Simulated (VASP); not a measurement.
# Ti in VASP: single point with PBE

Aim: the single point of Ti with PBE.

Everything below comes from runs of VASP 6.6.1. Logs are shortened: lines on timing, memory, paths and dates and some standing lists are left out, and cuts for length are marked.

## Step 1: The cell of the first run

The cell holds a slab with vacuum, 6 atoms: a = 4.604 Å, b = 4.604 Å, c = 18.699 Å, α = 90.00°, β = 90.00°, γ = 120.00°.

## Step 2: Single point, PBE

The input, INCAR:

```
SYSTEM = Ti
PREC = Accurate
ENCUT = 520
EDIFF = 1E-7
ISMEAR = 0
SIGMA = 0.1
LREAL = .False.
LASPH = .True.
NELM = 80
ALGO = Normal
ISIF = 2
LWAVE = .False.
LCHARG = .False.
LDIPOL = .True.
IDIPOL = 3
DIPOL = 0.5 0.5 0.494
GGA = PE
NBANDS = 45
```

The input, KPOINTS:

```
regular mesh
0
Gamma
  9 9 1
  0 0 0
```

The input, POSCAR:

```
Ti
1.0
    4.6039800811      0.0000000000      0.0000000000
   -2.3019900405      3.9871637087      0.0000000000
    0.0000000000      0.0000000000     18.6989174935
Ti
6
Direct
    0.6666666667      0.3333333333      0.3743532214
    0.3333333333      0.6666666667      0.4246119328
    0.0000000000      0.0000000000      0.4748706443
    0.6666666667      0.3333333333      0.5190363405
    0.3333333333      0.6666666667      0.5580193373
    0.0000000000      0.0000000000      0.6148481516
```

Potentials or basis: VASP PAW PBE potentials, release 64 (Ti_sv).

Started as:

```sh
$ cat potpaw_PBE.64/Ti_sv/POTCAR > POTCAR
$ mpirun -np 1 vasp_std > vasp.out
```

OUTCAR:

```text
SYSTEM = Ti
   PREC = Accurate
   ENCUT = 520
   EDIFF = 1E-7
   ISMEAR = 0
   LREAL = .False.
   LASPH = .True.
   NELM = 80
   ISIF = 2
   GGA = PE

 ion  position               nearest neighbor table
   1  0.667  0.333  0.374-   4 2.71   2 2.82   2 2.82   2 2.82
   2  0.333  0.667  0.425-   5 2.49   1 2.82   1 2.82   3 2.82   1 2.82   3 2.82   3 2.82
   3  0.000  0.000  0.475-   6 2.62   4 2.78   4 2.78   4 2.78   2 2.82   2 2.82   2 2.82
   4  0.667  0.333  0.519-   1 2.71   5 2.76   5 2.76   5 2.76   3 2.78   3 2.78   3 2.78
   5  0.333  0.667  0.558-   2 2.49   4 2.76   4 2.76   4 2.76   6 2.86   6 2.86   6 2.86
   6  0.000  0.000  0.615-   3 2.62   5 2.86   5 2.86   5 2.86

  LATTYP: Found a hexagonal cell.
 ALAT       =     4.6039800811
 C/A-ratio  =     4.0614679395

  Lattice vectors:

 A1 = (   4.6039800811,   0.0000000000,   0.0000000000)
 A2 = (  -2.3019900405,   3.9871637087,   0.0000000000)
 A3 = (   0.0000000000,   0.0000000000,  18.6989174935)

Analysis of symmetry for initial positions (statically):
=====================================================================
 Subroutine PRICEL returns:
 Original cell was already a primitive cell.

 Routine SETGRP: Setting up the symmetry group for a
 hexagonal supercell.

 Subroutine GETGRP returns: Found  6 space group operations
 (whereof  6 operations were pure point group operations)
 out of a pool of 24 trial point group operations.

The static configuration has the point symmetry C_3v.

Analysis of symmetry for dynamics (positions and initial velocities):
=====================================================================
 Subroutine PRICEL returns:
 Original cell was already a primitive cell.

 Routine SETGRP: Setting up the symmetry group for a
 hexagonal supercell.

 Subroutine GETGRP returns: Found  6 space group operations
 (whereof  6 operations were pure point group operations)
 out of a pool of 24 trial point group operations.

The dynamic configuration has the point symmetry C_3v.

 Subroutine INISYM returns: Found  6 space group operations
 (whereof  6 operations are pure point group operations),
 and found     1 'primitive' translations

----------------------------------------------------------------------------------------

                                     Primitive cell

  volume of cell :     343.2527

[... 91 lines left out ...]
   POTIM  = 0.5000    time-step for ionic-motion
   TEBEG  =    0.0;   TEEND  =   0.0 temperature during run
   PSTRESS=    0.0 pullay stress
   NELECT =      72.0000    total number of electrons
   NUPDOWN=      -1.0000    fix difference up-down
   EMIN   =  10.00;   EMAX   =-10.00  energy-range for DOS
   EFERMI =   0.00;   METHOD = LEGACY
   ISMEAR =     0;   SIGMA  =   0.10  broadening in eV -4-tet -1-fermi 0-gaus
   EFERMI_NEDOS =   21; number of points for ismear=-14 and -15
   IALGO  =     38    algorithm
   IMIX   =      4    mixing-type and parameters
     AMIX     =   0.40;   BMIX     =  1.00
     AMIX_MAG =   1.60;   BMIX_MAG =  1.00
  volume/ion in A,a.u.               =      57.21       386.06
  Fermi-wavevector in a.u.,A,eV,Ry     =   0.972705  1.838145 12.873212  0.946154
  Thomas-Fermi vector in A             =   2.103025
   LORBIT       =      0    0 simple, 1 ext, 2 COOP (PROOUT), +10 PAW based schemes
   GGA     = PE    functional components
   LHFCALC =     F    Hartree Fock is set to
   AEXX    =    0.0000 exact exchange contribution
   IVDW    =     0    specifies the selected vdW correction
   LEPSILON=     F    determine dielectric tensor
   LRPA    =     F    only Hartree local field effects (RPA)
 non-spin polarized calculation
 Gauss-broadening in eV      SIGMA  =   0.10
  energy-cutoff  :      520.00
  volume of cell :      343.25
 maximum number of plane-waves:      9291
 NGX is ok and might be reduce to    36
   NGX = 17   NGY = 17   NGZ = 69

 dipolmoment           0.000000      0.000000      0.001977 electrons x Angstroem

 number of electron      71.9999977 magnetization

 dipolmoment           0.000000      0.000000     -0.012913 electrons x Angstroem

 Free energy of the ion-electron system (eV)
  ---------------------------------------------------
  ext. energy  EPLUGINS =         0.00000000
  ---------------------------------------------------
  free energy    TOTEN  =       -41.74756487 eV

  energy without entropy =      -41.67582660  energy(sigma->0) =      -41.71169574

 E-fermi :   0.2035     XC(G=0):  -4.6404

 val. band max:        0.1936951972   @ k =   0.1111   0.1111   0.0000
 cond. band min:       0.2042312632   @ k =   0.3333   0.2222   0.0000
 fundamental gap:      0.0105360660
 Fermi energy:         0.2035152891

 k-point     1 :       0.0000    0.0000    0.0000
  band No.  band energies     occupation
      1     -56.8581      2.00000
      2     -56.8431      2.00000
      3     -56.2757      2.00000
      4     -56.1573      2.00000
      5     -56.0960      2.00000
      6     -56.0042      2.00000
[... 565 lines left out ...]
     44       1.5338      0.00000
     45       1.5414      0.00000

------------------------ aborting loop because EDIFF is reached ----------------------------------------

 vacuum level on the upper side and lower side of the slab       (xc-potential included)        -0.235        -0.115

  FORCE on cell =-STRESS in cart. coord.  units (eV):
  Direction    XX          YY          ZZ          XY          YZ          ZX
  --------------------------------------------------------------------------------------
  -------------------------------------------------------------------------------------
  Total       -3.9206380     -3.9206380     -0.7928406     -0.0000000      0.0000000     -0.0000000
  in kB      -18.3000954    -18.3000954     -3.7006880     -0.0000000      0.0000000     -0.0000000
  external PRESSURE =     -13.4336263 kB  Pullay stress =       0.0000000 kB

 VOLUME and BASIS-vectors are now :
 -----------------------------------------------------------------------------
  energy-cutoff  :      520.00
  volume of cell :      343.25
      direct lattice vectors                 reciprocal lattice vectors
     4.603980081  0.000000000  0.000000000     0.217203372  0.125402426  0.000000000
    -2.301990040  3.987163709  0.000000000     0.000000000  0.250804851  0.000000000
     0.000000000  0.000000000 18.698917494     0.000000000  0.000000000  0.053479032

 POSITION                                       TOTAL-FORCE (eV/Angst)
 -----------------------------------------------------------------------------------
      2.30199      1.32905      7.00000        -0.000000     -0.000000      0.160227
     -0.00000      2.65811      7.93978         0.000000     -0.000000      0.429752
      0.00000      0.00000      8.87957        -0.000000      0.000000     -0.563906
      2.30199      1.32905      9.70542         0.000000     -0.000000     -0.008039
     -0.00000      2.65811     10.43436        -0.000000      0.000000     -0.000179
      0.00000      0.00000     11.49699        -0.000000     -0.000000     -0.017856
 -----------------------------------------------------------------------------------
    total drift:                                0.000000      0.000000      0.000074

  FREE ENERGIE OF THE ION-ELECTRON SYSTEM (eV)
  ---------------------------------------------------
  free  energy   TOTEN  =       -41.7475648741 eV

  energy  without entropy=      -41.6758265968  energy(sigma->0) =      -41.71169574

 vacuum level on the upper side and lower side of the slab         3.360         3.485
```

Run time: 7.1 min. Hardware: 1 thread of AMD EPYC 7R13 (Zen 3), shared host; peak memory 0.43 GiB.

Results:

| Property | Result |
| --- | --- |
| Free energy | -41.7476 eV |
| Largest force | 0.564 eV/Å |
| Band gap on the k mesh | zero (bands 36 and 37 overlap by 0.26 eV) |

Forces on the atoms (eV/Å):
```
Ti   0.000  0.000  0.160
Ti   0.000  0.000  0.430
Ti   0.000  0.000 -0.564
Ti   0.000  0.000 -0.008
Ti   0.000  0.000  0.000
Ti   0.000  0.000 -0.018
```
